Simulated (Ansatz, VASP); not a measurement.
One calculation of Rb, two programs

```xyz
1
Lattice="-2.4794 2.4794 2.6718 2.4794 -2.4794 2.6718 2.4794 2.4794 -2.6718" Properties=species:S:1:pos:R:3 pbc="T T T"
Rb    0.0000    0.0000    0.0000
```

Alike in both runs: task single point; functional LDA; k mesh 14 × 14 × 14; occupations gaussian, width 0.15 eV; no spin polarisation.

```csv
,VASP,Ansatz
version,VASP 6.6.1,Ansatz 0.2.0
potentials or method,"VASP PAW LDA potentials, release 64 (Rb_sv), cutoff 520 eV","scalar-relativistic, plane waves, PAW"
valence electrons in the cell,9,9
```

|  | VASP | Ansatz | Ansatz less VASP |
| --- | --- | --- | --- |
| gap on the k mesh at the Fermi level (eV) | none | none | - |
| pressure (GPa) | 0.8 | 0.8 | 0.00 |

LDA's correlation is that of Perdew and Zunger in VASP and of Perdew and Wang (1992) in Ansatz. A gap of «none» marks a metal or a gap that the smearing closes.
